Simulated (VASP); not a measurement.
# TaN (P6_3mc) in VASP: notebook

Runs on TaN. Level: PBE. Tasks: single point.

Program: VASP 6.6.1. These are calculated values, not measurements. Logs are shortened: lines on timing, memory, paths and dates and some standing lists are left out, and cuts for length are marked.

## (1) The cell of the first run

It takes space group P6_3mc (No. 186, hexagonal). Conventional cell: a = 3.050 Å, b = 3.050 Å, c = 4.940 Å, α = 90.00°, β = 90.00°, γ = 120.00°. Ta (site symmetry 3m) has 4 N at 1.85 to 1.90 Å within 2.5 Å. N (site symmetry 3m) has 4 Ta at 1.85 to 1.90 Å within 2.5 Å.

## (2) Single point, PBE

INCAR

```
PREC = Accurate
ENCUT = 520
EDIFF = 1E-6
ISMEAR = 0
SIGMA = 0.1
LREAL = False
LASPH = True
NELM = 60
ALGO = Normal
ISIF = 2
LWAVE = False
LCHARG = True
GGA = PE
LELF = True
LVHAR = True
NBANDS = 24
```

KPOINTS

```
Automatic mesh
0
Gamma
  3 3 1
```

POSCAR

```
TaN
1.0
    3.0500010905      0.0000000000      0.0000000000
   -1.5250005453      2.6413784260      0.0000000000
    0.0000000000      0.0000000000      4.9400000000
Ta N
2 2
Direct
    0.3333333333      0.6666666667      0.0000000000
    0.6666666667      0.3333333333      0.5000000000
    0.3333333333      0.6666666667      0.3850000000
    0.6666666667      0.3333333333      0.8850000000
```

Potentials or basis: VASP PAW PBE potentials, release 64 (Ta_pv, N).

Run with:

```
cat potpaw_PBE.64/Ta_pv/POTCAR potpaw_PBE.64/N/POTCAR > POTCAR
mpirun -np 1 vasp_std > vasp.out
```

OUTCAR:

```text
PREC = Accurate
   ENCUT = 520
   EDIFF = 1E-6
   ISMEAR = 0
   LREAL = False
   LASPH = True
   NELM = 60
   ISIF = 2
   GGA = PE

 ion  position               nearest neighbor table
   1  0.333  0.667  0.000-   4 1.85   4 1.85   4 1.85   3 1.90   2 3.03   2 3.03   2 3.03   2 3.03
                             2 3.03   2 3.03
   2  0.667  0.333  0.500-   3 1.85   3 1.85   3 1.85   4 1.90   1 3.03   1 3.03   1 3.03   1 3.03
                             1 3.03   1 3.03
   3  0.333  0.667  0.385-   2 1.85   2 1.85   2 1.85   1 1.90
   4  0.667  0.333  0.885-   1 1.85   1 1.85   1 1.85   2 1.90

  LATTYP: Found a hexagonal cell.
 ALAT       =     3.0500010905
 C/A-ratio  =     1.6196715520

  Lattice vectors:

 A1 = (   3.0500010905,   0.0000000000,   0.0000000000)
 A2 = (  -1.5250005453,   2.6413784260,   0.0000000000)
 A3 = (   0.0000000000,   0.0000000000,   4.9400000000)

Analysis of symmetry for initial positions (statically):
=====================================================================
 Subroutine PRICEL returns:
 Original cell was already a primitive cell.

 Routine SETGRP: Setting up the symmetry group for a
 hexagonal supercell.

 Subroutine GETGRP returns: Found 12 space group operations
 (whereof  6 operations were pure point group operations)
 out of a pool of 24 trial point group operations.

The static configuration has the point symmetry C_3v.
 The point group associated with its full space group is C_6v.

Analysis of symmetry for dynamics (positions and initial velocities):
=====================================================================
 Subroutine PRICEL returns:
 Original cell was already a primitive cell.

 Routine SETGRP: Setting up the symmetry group for a
 hexagonal supercell.

 Subroutine GETGRP returns: Found 12 space group operations
 (whereof  6 operations were pure point group operations)
 out of a pool of 24 trial point group operations.

The dynamic configuration has the point symmetry C_3v.
 The point group associated with its full space group is C_6v.

 Subroutine INISYM returns: Found 12 space group operations
 (whereof  6 operations are pure point group operations),
 and found     1 'primitive' translations

----------------------------------------------------------------------------------------

                                     Primitive cell

  volume of cell :      39.7977

  direct lattice vectors                    reciprocal lattice vectors
     3.050001090  0.000000000  0.000000000     0.327868735  0.189295103  0.000000000
    -1.525000545  2.641378426  0.000000000     0.000000000  0.378590205  0.000000000
     0.000000000  0.000000000  4.940000000     0.000000000  0.000000000  0.202429150

  length of vectors
     3.050001090  3.050001091  4.940000000     0.378590205  0.378590205  0.202429150

  position of ions in fractional coordinates (direct lattice)
     0.333333333  0.666666667  0.000000000
     0.666666667  0.333333333  0.500000000
     0.333333333  0.666666667  0.385000000
     0.666666667  0.333333333  0.885000000

  ion indices of the primitive-cell ions
   primitive index   ion index
                 1           1
                 2           2
                 3           3
                 4           4

----------------------------------------------------------------------------------------

 KPOINTS: Automatic mesh

Automatic generation of k-mesh.
 Grid dimensions read from file:
 generate k-points for:    3    3    1

 Generating k-lattice:

  Cartesian coordinates                     Fractional coordinates (reciprocal lattice)
     0.109289578  0.063098368  0.000000000     0.333333333  0.000000000  0.000000000
     0.000000000  0.126196735  0.000000000     0.000000000  0.333333333  0.000000000
     0.000000000  0.000000000  0.202429150     0.000000000  0.000000000  1.000000000

  Length of vectors
     0.126196735  0.126196735  0.202429150

  Shift w.r.t. Gamma in fractional coordinates (k-lattice)
     0.000000000  0.000000000  0.000000000

 Subroutine IBZKPT returns following result:
 ===========================================

 Found      3 irreducible k-points:

 Following reciprocal coordinates:
            Coordinates               Weight
  0.000000  0.000000  0.000000      1.000000
  0.333333  0.000000  0.000000      6.000000
  0.333333  0.333333  0.000000      2.000000
   k-points           NKPTS =      3   k-points in BZ     NKDIM =      3   number of bands    NBANDS=     24
   number of dos      NEDOS =    301   number of ions     NIONS =      4
   total plane-waves  NPLWV =  23040
   dimension x,y,z NGX =    24 NGY =   24 NGZ =   40
   dimension x,y,z NGXF=    48 NGYF=   48 NGZF=   80
   ions per type =               2   2
   NGX,Y,Z   is equivalent  to a cutoff of  13.08, 13.08, 13.46 a.u.
   NGXF,Y,Z  is equivalent  to a cutoff of  26.16, 26.16, 26.92 a.u.
 SYSTEM =  unknown system
   PREC   = accura    normal or accurate (medium, high low for compatibility)
   ISTART =      0    job   : 0-new  1-cont  2-samecut
   ICHARG =      2    charge: 1-file 2-atom 10-const
   ISPIN  =      1    spin polarized calculation?
   LNONCOLLINEAR =      F non collinear calculations
   LSORBIT =      F    spin-orbit coupling
   LASPH  =      T    aspherical Exc in radial PAW
   ENCUT  =  520.0 eV  38.22 Ry    6.18 a.u.   5.67  5.67  9.19*2*pi/ulx,y,z
   NELM   =     60;   NELMIN=  2; NELMDL= -5     # of ELM steps
   EDIFF  = 0.1E-05   stopping-criterion for ELM
   LREAL  =      F    real-space projection
   EDIFFG = 0.1E-04   stopping-criterion for IOM
   NSW    =      0    number of steps for IOM
   IBRION =     -1    ionic relax: 0-MD 1-quasi-New 2-CG
   NFREE  =      0    steps in history (QN), initial steepest desc. (CG)
   ISIF   =      2    stress and relaxation
   ISYM   =      2    0-nonsym 1-usesym 2-fastsym
   POTIM  = 0.5000    time-step for ionic-motion
   TEBEG  =    0.0;   TEEND  =   0.0 temperature during run
   PSTRESS=    0.0 pullay stress
   NELECT =      32.0000    total number of electrons
   NUPDOWN=      -1.0000    fix difference up-down
   EMIN   =  10.00;   EMAX   =-10.00  energy-range for DOS
   EFERMI =   0.00;   METHOD = LEGACY
   ISMEAR =     0;   SIGMA  =   0.10  broadening in eV -4-tet -1-fermi 0-gaus
   EFERMI_NEDOS =   21; number of points for ismear=-14 and -15
   IALGO  =     38    algorithm
   IMIX   =      4    mixing-type and parameters
     AMIX     =   0.40;   BMIX     =  1.00
     AMIX_MAG =   1.60;   BMIX_MAG =  1.00
  volume/ion in A,a.u.               =       9.95        67.14
  Fermi-wavevector in a.u.,A,eV,Ry     =   1.522319  2.876766 31.530886  2.317455
  Thomas-Fermi vector in A             =   2.630914
   LORBIT       =      0    0 simple, 1 ext, 2 COOP (PROOUT), +10 PAW based schemes
   GGA     = PE    functional components
   LHFCALC =     F    Hartree Fock is set to
   AEXX    =    0.0000 exact exchange contribution
   IVDW    =     0    specifies the selected vdW correction
   LEPSILON=     F    determine dielectric tensor
   LRPA    =     F    only Hartree local field effects (RPA)
 non-spin polarized calculation
 Gauss-broadening in eV      SIGMA  =   0.10
  energy-cutoff  :      520.00
  volume of cell :       39.80
 maximum number of plane-waves:      1087
 NGX is ok and might be reduce to    24
   NGX = 11   NGY = 11   NGZ = 19

 number of electron      32.0000001 magnetization

 Free energy of the ion-electron system (eV)
  ---------------------------------------------------
  ext. energy  EPLUGINS =         0.00000000
  ---------------------------------------------------
  free energy    TOTEN  =       -38.41526038 eV

  energy without entropy =      -38.37726672  energy(sigma->0) =      -38.39626355

 E-fermi :   9.1361     XC(G=0): -13.5183

 val. band max:        9.0179049656   @ k =   0.0000   0.0000   0.0000
 cond. band min:       9.1634842197   @ k =   0.3333   0.0000   0.0000
 fundamental gap:      0.1455792541
 Fermi energy:         9.1360693714

 k-point     1 :       0.0000    0.0000    0.0000
  band No.  band energies     occupation
      1     -26.1856      2.00000
      2     -25.1609      2.00000
      3     -25.1609      2.00000
      4     -24.9703      2.00000
      5     -24.9703      2.00000
      6     -24.8231      2.00000
      7      -9.4649      2.00000
      8      -7.7930      2.00000
      9       1.0162      2.00000
     10       1.0162      2.00000
     11       1.4371      2.00000
     12       1.9813      2.00000
     13       1.9813      2.00000
     14       2.3506      2.00000
     15       9.0179      1.90530
     16       9.0179      1.90530
     17       9.4448      0.00001
     18      12.0561      0.00000
     19      12.5225      0.00000
     20      12.5225      0.00000
     21      14.4314      0.00000
     22      15.4229      0.00000
     23      16.5181      0.00000
     24      16.5181      0.00000

 k-point     2 :       0.3333    0.0000    0.0000
  band No.  band energies     occupation
      1     -26.0584      2.00000
      2     -25.8329      2.00000
      3     -25.6951      2.00000
      4     -25.3827      2.00000
      5     -25.1094      2.00000
      6     -25.0097      2.00000
      7      -7.8372      2.00000
      8      -6.9156      2.00000
      9       0.2434      2.00000
     10       1.2580      2.00000
     11       2.0497      2.00000
     12       3.0865      2.00000
     13       3.1233      2.00000
     14       3.8886      2.00000
     15       6.3788      2.00000
     16       9.1635      0.69823
     17       9.6140      0.00000
     18      12.0060      0.00000
     19      12.8690      0.00000
     20      13.4043      0.00000
     21      14.9035      0.00000
     22      15.7208      0.00000
     23      16.7906      0.00000
     24      18.0824      0.00000

 k-point     3 :       0.3333    0.3333    0.0000
  band No.  band energies     occupation
      1     -25.9890      2.00000
      2     -25.9890      2.00000
      3     -25.8534      2.00000
      4     -25.4838      2.00000
      5     -25.3315      2.00000
      6     -25.3315      2.00000
      7      -6.7754      2.00000
      8      -6.7754      2.00000
      9       0.8315      2.00000
     10       2.6515      2.00000
     11       2.6515      2.00000
     12       3.2931      2.00000
     13       3.2931      2.00000
     14       3.6095      2.00000
     15       7.2649      2.00000
     16       8.2331      2.00000
     17       8.2331      2.00000
     18       8.8204      1.99999
     19      11.9059      0.00000
     20      13.5641      0.00000
     21      17.1201      0.00000
     22      17.1201      0.00000
     23      17.4922      0.00000
     24      17.4922      0.00000

------------------------ aborting loop because EDIFF is reached ----------------------------------------

  FORCE on cell =-STRESS in cart. coord.  units (eV):
  Direction    XX          YY          ZZ          XY          YZ          ZX
  --------------------------------------------------------------------------------------
  -------------------------------------------------------------------------------------
  Total       31.7887008     31.7887008     40.5701925     -0.0000000      0.0000000     -0.0000000
  in kB     1279.7519249   1279.7519250   1633.2778827     -0.0000000      0.0000000     -0.0000000
  external PRESSURE =    1397.5939109 kB  Pullay stress =       0.0000000 kB

 VOLUME and BASIS-vectors are now :
 -----------------------------------------------------------------------------
  energy-cutoff  :      520.00
  volume of cell :       39.80
      direct lattice vectors                 reciprocal lattice vectors
     3.050001090  0.000000000  0.000000000     0.327868735  0.189295103  0.000000000
    -1.525000545  2.641378426  0.000000000     0.000000000  0.378590205  0.000000000
     0.000000000  0.000000000  4.940000000     0.000000000  0.000000000  0.202429150

 POSITION                                       TOTAL-FORCE (eV/Angst)
 -----------------------------------------------------------------------------------
     -0.00000      1.76092      0.00000         0.000000      0.000000      1.809346
      1.52500      0.88046      2.47000        -0.000000     -0.000000      1.809346
     -0.00000      1.76092      1.90190         0.000000     -0.000000     -1.809346
      1.52500      0.88046      4.37190         0.000000     -0.000000     -1.809346
 -----------------------------------------------------------------------------------
    total drift:                               -0.000000      0.000000      0.001760

  FREE ENERGIE OF THE ION-ELECTRON SYSTEM (eV)
  ---------------------------------------------------
  free  energy   TOTEN  =       -38.4152603825 eV

  energy  without entropy=      -38.3772667164  energy(sigma->0) =      -38.39626355
```

Wall time 8.1 s (1 thread of Intel Xeon 8259CL, shared host); peak memory 0.15 GiB.

What came out:

```
Free energy            : -38.4153 eV
Pressure               : 139.8 GPa
Largest force          : 1.809 eV/Å
Band gap on the k mesh : zero (bands 16 and 17 overlap by 0.93 eV)
```

Forces in eV/Å, atoms in the order of the input:
```
Ta   0.000  0.000  1.809
Ta   0.000  0.000  1.809
N    0.000  0.000 -1.809
N    0.000  0.000 -1.809
```

Caveat: the k points lie up to 1.27 Å⁻¹ apart, too coarse for converged energies and pressures of a metal; spin-orbit coupling is left out, which moves the levels of the heavy elements; forces of over 1 eV/Å act on the atoms, so gaps and moduli don't describe the material at rest.

## (3) Single point, PBE

INCAR

```
SYSTEM = TaN
ALGO     = Normal         ! electronic algorithm
EDIFF    = 1E-6           ! SCF threshold, eV
ENCUT    = 520            ! plane-wave cutoff, eV
GGA      = PE             ! functional
ISIF     = 2              ! what is computed and relaxed
ISMEAR   = 0              ! smearing method
LASPH    = .True.         ! aspherical terms in the spheres
LCHARG   = .False.        ! write CHGCAR
LREAL    = .False.        ! projectors in reciprocal space
LWAVE    = .False.        ! write WAVECAR
NBANDS   = 24             ! bands
NELM     = 80             ! most SCF steps
PREC     = Accurate       ! precision mode
SIGMA    = 0.1            ! smearing width, eV
```

KPOINTS

```
k-points
0
Gamma
  3 3 2
  0 0 0
```

POSCAR is that of step 2.

Potentials or basis: VASP PAW PBE potentials, release 64 (Ta_pv, N).

Run with:

```
cat potpaw_PBE.64/Ta_pv/POTCAR potpaw_PBE.64/N/POTCAR > POTCAR
mpirun -np 1 vasp_std > vasp.out
```

Run time: 11 s. Hardware: 1 thread of Intel Xeon 8259CL, shared host; peak memory 0.16 GiB.

It converged, with:

```yaml
Free_energy: -38.2272 eV
Pressure: 138.2 GPa
Largest_force: 3.656 eV/Å
Band_gap_on_the_k_mesh: zero (bands 16 and 17 overlap by 2.86 eV)
```

Forces in eV/Å, atoms in the order of the input:
```
Ta   0.000  0.000  3.656
Ta   0.000  0.000  3.656
N    0.000  0.000 -3.656
N    0.000  0.000 -3.656
```

Stress tensor (GPa, compression positive):
```
138.14   0.00   0.00
  0.00 138.14   0.00
  0.00   0.00 138.44
```

Levels at points of the mesh, in eV from the Fermi level:
```csv
k point,band 12,band 13,band 14,band 15,band 16,band 17,band 18,band 19,band 20,band 21
"(0.00, 0.00, 0.00)",-7.36,-7.36,-7.01,-0.31,-0.31,0.17,2.69,3.20,3.20,5.07
"(0.00, 0.00, 0.50)",-7.94,-7.94,-7.94,1.73,1.73,1.73,1.73,2.39,2.39,7.25
```

Caveat: the k points lie up to 0.79 Å⁻¹ apart, too coarse for converged energies and pressures of a metal; spin-orbit coupling is left out, which moves the levels of the heavy elements; forces of over 1 eV/Å act on the atoms, so gaps and moduli don't describe the material at rest.
